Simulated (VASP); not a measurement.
Crystal: Al.

```
Al
1.0
     6.01676    0.00000    0.00000
     0.00000    6.01676    0.00000
     0.00000    0.00000    2.49300
Al
4
Direct
  0.20704 0.50000 0.00000
  0.79296 0.50000 0.00000
  0.50000 0.20704 0.00000
  0.50000 0.79296 0.00000
```

| Item | Value |
| --- | --- |
| Program | VASP 6.6.1 |
| Task | relaxation of cell and atoms |
| Functional | PBE |
| Potentials or basis | VASP PAW PBE potentials, release 64 (Al) |
| Cutoff | 600 eV |
| k mesh | 4 × 4 × 8 |
| Occupations | gaussian, width 0.1 eV |
| Spin | no spin polarisation |

At the start: pressure 12.2 GPa; volume 22.56 Å³/atom.

Q: How do energy, volume and symmetry change on relaxing?

A: Over 7 steps the energy falls by 184.5 meV/atom and the volume is 27.69 Å³/atom (+22.7 %); space group P4/mmm (No. 123, to 0.05 Å).

The path:
```
step  energy change (eV)  largest force (eV/Å)  pressure (GPa)  volume (Å³)
   1              0.0000                0.2424           12.22        90.25
   2             -0.7052                0.1756           -1.22       114.50
   3             -0.7287                0.1628            0.30       109.82
   4             -0.7286                0.1644            0.15       110.24
   5             -0.7361                0.0826           -0.16       111.12
   6             -0.7369                0.0498           -0.27       111.50
   7             -0.7378                0.0007            0.01       110.74
```

Final structure:
```yaml
crystal:
  lattice:
    - [6.36091, 0.00000, 0.00000]
    - [0.00000, 6.36091, 0.00000]
    - [0.00000, 0.00000, 2.73696]
  atoms:
    - { symbol: Al, position: [0.20756, 0.50000, 0.00000] }
    - { symbol: Al, position: [0.79244, 0.50000, 0.00000] }
    - { symbol: Al, position: [0.50000, 0.20756, 0.00000] }
    - { symbol: Al, position: [0.50000, 0.79244, 0.00000] }
```

Caveat: the volume moved by over 15 % at a fixed basis, so the end points are rough.
